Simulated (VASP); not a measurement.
# Ga2SiS (Cmmm) in VASP: notebook

Runs on Ga2SiS. Level: PBE. Tasks: single point.

Program: VASP 6.6.1. These are calculated values, not measurements. Logs are shortened: lines on timing, memory, paths and dates and some standing lists are left out, and cuts for length are marked.

**1. The cell of the first run**

It takes space group Cmmm (No. 65, orthorhombic). The conventional cell has a = 5.173 Å, b = 5.326 Å, c = 5.297 Å, α = 90.00°, β = 90.00°, γ = 90.00°. Within 3.4 Å of Ga (site symmetry mmm) lie 4 Ga at 2.59 to 2.66 Å and 2 Si at 2.65 Å. Within 3.4 Å of Ga (site symmetry mmm) lie 4 Ga at 2.59 to 2.66 Å and 2 S at 2.65 Å. Si (site symmetry mmm) has 4 S at 2.59 to 2.66 Å and 2 Ga at 2.65 Å within 3.4 Å. S (site symmetry mmm) has 4 Si at 2.59 to 2.66 Å and 2 Ga at 2.65 Å within 3.4 Å.

**2. Single point, PBE**

INCAR

```
  ALGO = Normal
  EDIFF = 1E-6
  ENCUT = 520
  GGA = PE
  ISIF = 2
  ISMEAR = 0
  LASPH = T
  LCHARG = F
  LREAL = F
  LWAVE = F
  NBANDS = 26
  NELM = 60
  PREC = Accurate
  SIGMA = 0.1
```

KPOINTS

```
k-points
0
Gamma
  4 4 4
```

POSCAR

```
Ga2SiS
1.0
    2.5867484612     -2.6628889375      0.0000000000
    2.5867484612      2.6628889375      0.0000000000
    0.0000000000      0.0000000000      5.2971847030
Ga Si S
2 1 1
Direct
    0.0000000000      0.0000000000      0.5000000000
    0.5000000000      0.5000000000      0.5000000000
    0.0000000000      0.0000000000      0.0000000000
    0.5000000000      0.5000000000      0.0000000000
```

Potentials or basis: VASP PAW PBE potentials, release 64 (Ga_d, Si, S).

Command:

```sh
cat potpaw_PBE.64/Ga_d/POTCAR potpaw_PBE.64/Si/POTCAR potpaw_PBE.64/S/POTCAR > POTCAR
mpirun -np 1 vasp_std > vasp.out
```

OUTCAR:

```text
EDIFF = 1E-6
   ENCUT = 520
   GGA = PE
   ISIF = 2
   ISMEAR = 0
   LASPH = T
   LREAL = F
   NELM = 60
   PREC = Accurate

 ion  position               nearest neighbor table
   1  0.000  0.000  0.500-   2 2.59   2 2.59   3 2.65   3 2.65   2 2.66   2 2.66
   2  0.500  0.500  0.500-   1 2.59   1 2.59   4 2.65   4 2.65   1 2.66   1 2.66
   3  0.000  0.000  0.000-   4 2.59   4 2.59   1 2.65   1 2.65   4 2.66   4 2.66
   4  0.500  0.500  0.000-   3 2.59   3 2.59   2 2.65   2 2.65   3 2.66   3 2.66

  LATTYP: Found a base centered orthorhombic cell.
 ALAT       =     5.1734969224
 B/A-ratio  =     1.0294348204
 C/A-ratio  =     1.0239079645

  Lattice vectors:

 A1 = (   2.5867484612,  -2.6628889375,   0.0000000000)
 A2 = (   2.5867484612,   2.6628889375,   0.0000000000)
 A3 = (   0.0000000000,   0.0000000000,   5.2971847030)

Analysis of symmetry for initial positions (statically):
=====================================================================
 Subroutine PRICEL returns:
 Original cell was already a primitive cell.

 Routine SETGRP: Setting up the symmetry group for a
 base centered orthorhombic supercell.

 Subroutine GETGRP returns: Found  8 space group operations
 (whereof  8 operations were pure point group operations)
 out of a pool of  8 trial point group operations.

The static configuration has the point symmetry D_2h.

Analysis of symmetry for dynamics (positions and initial velocities):
=====================================================================
 Subroutine PRICEL returns:
 Original cell was already a primitive cell.

 Routine SETGRP: Setting up the symmetry group for a
 base centered orthorhombic supercell.

 Subroutine GETGRP returns: Found  8 space group operations
 (whereof  8 operations were pure point group operations)
 out of a pool of  8 trial point group operations.

The dynamic configuration has the point symmetry D_2h.

 Subroutine INISYM returns: Found  8 space group operations
 (whereof  8 operations are pure point group operations),
 and found     1 'primitive' translations

----------------------------------------------------------------------------------------

                                     Primitive cell

  volume of cell :      72.9764

  direct lattice vectors                    reciprocal lattice vectors
     2.586748461 -2.662888937  0.000000000     0.193292857 -0.187765998  0.000000000
     2.586748461  2.662888937  0.000000000     0.193292857  0.187765998  0.000000000
     0.000000000  0.000000000  5.297184703     0.000000000  0.000000000  0.188779523

  length of vectors
     3.712444625  3.712444625  5.297184703     0.269477640  0.269477640  0.188779523

  position of ions in fractional coordinates (direct lattice)
     0.000000000  0.000000000  0.500000000
     0.500000000  0.500000000  0.500000000
     0.000000000  0.000000000  0.000000000
     0.500000000  0.500000000  0.000000000

  ion indices of the primitive-cell ions
   primitive index   ion index
                 1           1
                 2           2
                 3           3
                 4           4

----------------------------------------------------------------------------------------

 KPOINTS: k-points

Automatic generation of k-mesh.
 Grid dimensions read from file:
 generate k-points for:    4    4    4

 Generating k-lattice:

  Cartesian coordinates                     Fractional coordinates (reciprocal lattice)
     0.048323214 -0.046941500  0.000000000     0.250000000  0.000000000  0.000000000
     0.048323214  0.046941500  0.000000000     0.000000000  0.250000000  0.000000000
     0.000000000  0.000000000  0.047194881     0.000000000  0.000000000  0.250000000

  Length of vectors
     0.067369410  0.067369410  0.047194881

  Shift w.r.t. Gamma in fractional coordinates (k-lattice)
     0.000000000  0.000000000  0.000000000

 Subroutine IBZKPT returns following result:
 ===========================================

 Found     21 irreducible k-points:

 Following reciprocal coordinates:
            Coordinates               Weight
  0.000000  0.000000  0.000000      1.000000
  0.250000 -0.000000  0.000000      4.000000
  0.500000 -0.000000  0.000000      2.000000
  0.250000  0.250000  0.000000      2.000000
  0.500000  0.250000  0.000000      4.000000
 -0.250000  0.250000  0.000000      2.000000
[... 13 lines left out ...]
 -0.250000  0.250000  0.500000      2.000000
  0.500000  0.500000  0.500000      1.000000
   k-points           NKPTS =     21   k-points in BZ     NKDIM =     21   number of bands    NBANDS=     26
   number of dos      NEDOS =    301   number of ions     NIONS =      4
   total plane-waves  NPLWV =  31360
   dimension x,y,z NGX =    28 NGY =   28 NGZ =   40
   dimension x,y,z NGXF=    56 NGYF=   56 NGZF=   80
   ions per type =               2   1   1
   NGX,Y,Z   is equivalent  to a cutoff of  12.54, 12.54, 12.55 a.u.
   NGXF,Y,Z  is equivalent  to a cutoff of  25.08, 25.08, 25.11 a.u.
 SYSTEM =  unknown system
   PREC   = accura    normal or accurate (medium, high low for compatibility)
   ISTART =      0    job   : 0-new  1-cont  2-samecut
   ICHARG =      2    charge: 1-file 2-atom 10-const
   ISPIN  =      1    spin polarized calculation?
   LNONCOLLINEAR =      F non collinear calculations
   LSORBIT =      F    spin-orbit coupling
   LASPH  =      T    aspherical Exc in radial PAW
   ENCUT  =  520.0 eV  38.22 Ry    6.18 a.u.   6.90  6.90  9.85*2*pi/ulx,y,z
   NELM   =     60;   NELMIN=  2; NELMDL= -5     # of ELM steps
   EDIFF  = 0.1E-05   stopping-criterion for ELM
   LREAL  =      F    real-space projection
   EDIFFG = 0.1E-04   stopping-criterion for IOM
   NSW    =      0    number of steps for IOM
   IBRION =     -1    ionic relax: 0-MD 1-quasi-New 2-CG
   NFREE  =      0    steps in history (QN), initial steepest desc. (CG)
   ISIF   =      2    stress and relaxation
   ISYM   =      2    0-nonsym 1-usesym 2-fastsym
   POTIM  = 0.5000    time-step for ionic-motion
   TEBEG  =    0.0;   TEEND  =   0.0 temperature during run
   PSTRESS=    0.0 pullay stress
   NELECT =      36.0000    total number of electrons
   NUPDOWN=      -1.0000    fix difference up-down
   EMIN   =  10.00;   EMAX   =-10.00  energy-range for DOS
   EFERMI =   0.00;   METHOD = LEGACY
   ISMEAR =     0;   SIGMA  =   0.10  broadening in eV -4-tet -1-fermi 0-gaus
   EFERMI_NEDOS =   21; number of points for ismear=-14 and -15
   IALGO  =     38    algorithm
   IMIX   =      4    mixing-type and parameters
     AMIX     =   0.40;   BMIX     =  1.00
     AMIX_MAG =   1.60;   BMIX_MAG =  1.00
  volume/ion in A,a.u.               =      18.24       123.12
  Fermi-wavevector in a.u.,A,eV,Ry     =   1.293545  2.444446 22.766066  1.673259
  Thomas-Fermi vector in A             =   2.425184
   LORBIT       =      0    0 simple, 1 ext, 2 COOP (PROOUT), +10 PAW based schemes
   GGA     = PE    functional components
   LHFCALC =     F    Hartree Fock is set to
   AEXX    =    0.0000 exact exchange contribution
   IVDW    =     0    specifies the selected vdW correction
   LEPSILON=     F    determine dielectric tensor
   LRPA    =     F    only Hartree local field effects (RPA)
 non-spin polarized calculation
 Gauss-broadening in eV      SIGMA  =   0.10
  energy-cutoff  :      520.00
  volume of cell :       72.98
 maximum number of plane-waves:      1976
   NGX = 13   NGY = 13   NGZ = 19

 number of electron      35.9999986 magnetization

 Free energy of the ion-electron system (eV)
  ---------------------------------------------------
  ext. energy  EPLUGINS =         0.00000000
  ---------------------------------------------------
  free energy    TOTEN  =       -15.12085348 eV

  energy without entropy =      -15.10859236  energy(sigma->0) =      -15.11472292

 E-fermi :   6.5342     XC(G=0): -10.6359

 val. band max:        6.5296152894   @ k =   0.2500  -0.0000   0.2500
 cond. band min:       6.5354245408   @ k =   0.5000  -0.0000   0.0000
 fundamental gap:      0.0058092514
 Fermi energy:         6.5341778419

 k-point     1 :       0.0000    0.0000    0.0000
  band No.  band energies     occupation
      1      -8.9353      2.00000
      2      -8.8990      2.00000
      3      -8.7720      2.00000
      4      -8.6022      2.00000
      5      -8.5753      2.00000
      6      -8.4615      2.00000
[... 18 lines left out ...]
     25      12.7992      0.00000
     26      13.0096      0.00000

 k-point     2 :       0.2500   -0.0000    0.0000
  band No.  band energies     occupation
      1      -8.8322      2.00000
      2      -8.7973      2.00000
      3      -8.6895      2.00000
      4      -8.5737      2.00000
      5      -8.5527      2.00000
      6      -8.4768      2.00000
[... 18 lines left out ...]
     25      13.4890      0.00000
     26      13.7092      0.00000

 k-point     3 :       0.5000   -0.0000    0.0000
  band No.  band energies     occupation
      1      -8.6809      2.00000
      2      -8.5790      2.00000
      3      -8.5521      2.00000
      4      -8.5444      2.00000
      5      -8.5155      2.00000
      6      -8.5069      2.00000
[... 18 lines left out ...]
     25      12.8753      0.00000
     26      14.6994      0.00000

 k-point     4 :       0.2500    0.2500    0.0000
  band No.  band energies     occupation
      1      -8.8095      2.00000
      2      -8.6733      2.00000
      3      -8.6117      2.00000
      4      -8.6018      2.00000
      5      -8.5379      2.00000
      6      -8.5129      2.00000
[... 18 lines left out ...]
     25      13.8558      0.00000
     26      14.6924      0.00000
[... 409 lines left out ...]
      1      -8.7383      2.00000
      2      -8.6787      2.00000
      3      -8.6087      2.00000
      4      -8.5953      2.00000
      5      -8.5072      2.00000
      6      -8.4597      2.00000
[... 18 lines left out ...]
     25      14.3601      0.00000
     26      14.8786      0.00000

 k-point    20 :      -0.2500    0.2500    0.5000
  band No.  band energies     occupation
      1      -8.8515      2.00000
      2      -8.6349      2.00000
      3      -8.6278      2.00000
      4      -8.5740      2.00000
      5      -8.5298      2.00000
      6      -8.5215      2.00000
[... 18 lines left out ...]
     25      13.9138      0.00000
     26      14.0876      0.00000

 k-point    21 :       0.5000    0.5000    0.5000
  band No.  band energies     occupation
      1      -8.8137      2.00000
      2      -8.7376      2.00000
      3      -8.6513      2.00000
      4      -8.6330      2.00000
      5      -8.4934      2.00000
      6      -8.4316      2.00000
[... 18 lines left out ...]
     25      13.0115      0.00000
     26      13.0338      0.00000

------------------------ aborting loop because EDIFF is reached ----------------------------------------

  FORCE on cell =-STRESS in cart. coord.  units (eV):
  Direction    XX          YY          ZZ          XY          YZ          ZX
  --------------------------------------------------------------------------------------
  -------------------------------------------------------------------------------------
  Total        0.1082845     -0.0485138     -0.0378310      0.0000000      0.0000000      0.0000000
  in kB        2.3773587     -1.0651066     -0.8305697      0.0000000      0.0000000      0.0000000
  external PRESSURE =       0.1605608 kB  Pullay stress =       0.0000000 kB

 VOLUME and BASIS-vectors are now :
 -----------------------------------------------------------------------------
  energy-cutoff  :      520.00
  volume of cell :       72.98
      direct lattice vectors                 reciprocal lattice vectors
     2.586748461 -2.662888937  0.000000000     0.193292857 -0.187765998  0.000000000
     2.586748461  2.662888937  0.000000000     0.193292857  0.187765998  0.000000000
     0.000000000  0.000000000  5.297184703     0.000000000  0.000000000  0.188779523

 POSITION                                       TOTAL-FORCE (eV/Angst)
 -----------------------------------------------------------------------------------
      0.00000      0.00000      2.64859         0.000000     -0.000000      0.000000
      2.58675      0.00000      2.64859        -0.000000      0.000000      0.000000
      0.00000      0.00000      0.00000         0.000000     -0.000000      0.000000
      2.58675      0.00000      0.00000         0.000000     -0.000000      0.000000
 -----------------------------------------------------------------------------------
    total drift:                                0.000000      0.000000      0.000000

  FREE ENERGIE OF THE ION-ELECTRON SYSTEM (eV)
  ---------------------------------------------------
  free  energy   TOTEN  =       -15.1208534781 eV

  energy  without entropy=      -15.1085923552  energy(sigma->0) =      -15.11472292
```

It took 15 s on 1 thread of Intel Xeon 6975P-C (Granite Rapids), shared host; peak memory 0.18 GiB.

Results:

| Property | Result |
| --- | --- |
| Free energy | -15.1209 eV |
| Pressure | 0.0 GPa |
| Band gap on the k mesh | zero (band 18 reaches 7.37 eV, above the bottom of band 19 at 4.11 eV) |

Stress tensor (GPa, compression positive):
```
 0.24  0.00  0.00
 0.00 -0.11  0.00
 0.00  0.00 -0.08
```

Caveat: the k points lie up to 0.42 Å⁻¹ apart.

**3. Single point, PBE**

INCAR

```
SYSTEM = Ga2SiS
PREC = Accurate ; ENCUT = 520
EDIFF = 1E-6 ; ISMEAR = 0
SIGMA = 0.1 ; LREAL = .FALSE.
LASPH = .TRUE. ; NELM = 100
ALGO = Normal ; ISIF = 2
LWAVE = .FALSE. ; LCHARG = .FALSE.
GGA = PE ; NBANDS = 26
```

KPOINTS

```
regular mesh
0
G
  6 6 4
  0 0 0
```

POSCAR

```
Ga2SiS
1.0
    2.6171857134     -2.6184897816      0.0000000000
    2.6171857134      2.6184897816      0.0000000000
    0.0000000000      0.0000000000      5.3224907330
Ga Si S
2 1 1
Direct
    0.0000000000      0.0000000000      0.5000000000
    0.5000000000      0.5000000000      0.5000000000
    0.0000000000      0.0000000000      0.0000000000
    0.5000000000      0.5000000000      0.0000000000
```

Potentials or basis: VASP PAW PBE potentials, release 64 (Ga_d, Si, S).

Command:

```sh
cat potpaw_PBE.64/Ga_d/POTCAR potpaw_PBE.64/Si/POTCAR potpaw_PBE.64/S/POTCAR > POTCAR
mpirun -np 1 vasp_std > vasp.out
```

It took 23 s on 1 thread of Intel Xeon 6975P-C (Granite Rapids), shared host; peak memory 0.21 GiB.

Results (log left out):

| Quantity | Value |
| --- | --- |
| Free energy | -15.2300 eV |
| Pressure | 0.0 GPa |
| Band gap on the k mesh | zero (band 18 reaches 7.66 eV, above the bottom of band 19 at 4.05 eV) |

Levels at points of the mesh, in eV from the Fermi level:
| k point | band 16 | band 17 | band 18 | band 19 | band 20 | band 21 |
| --- | --- | --- | --- | --- | --- | --- |
| (0.00, 0.00, 0.00) | -4.22 | -0.48 | 1.03 | 1.04 | 2.05 | 2.52 |
| (0.50, 0.00, 0.00) | -3.08 | -3.02 | -0.11 | 0.24 | 0.27 | 4.21 |
| (0.50, 0.50, 0.00) | -3.95 | -2.76 | -2.44 | -2.44 | -2.03 | 2.80 |
| (0.00, 0.00, 0.50) | -2.77 | -0.55 | 0.06 | 0.24 | 0.24 | 2.90 |
| (0.50, 0.00, 0.50) | -1.32 | -0.69 | 0.30 | 0.62 | 1.69 | 2.25 |
| (0.50, 0.50, 0.50) | -5.46 | -3.53 | -3.53 | 0.09 | 3.26 | 3.48 |
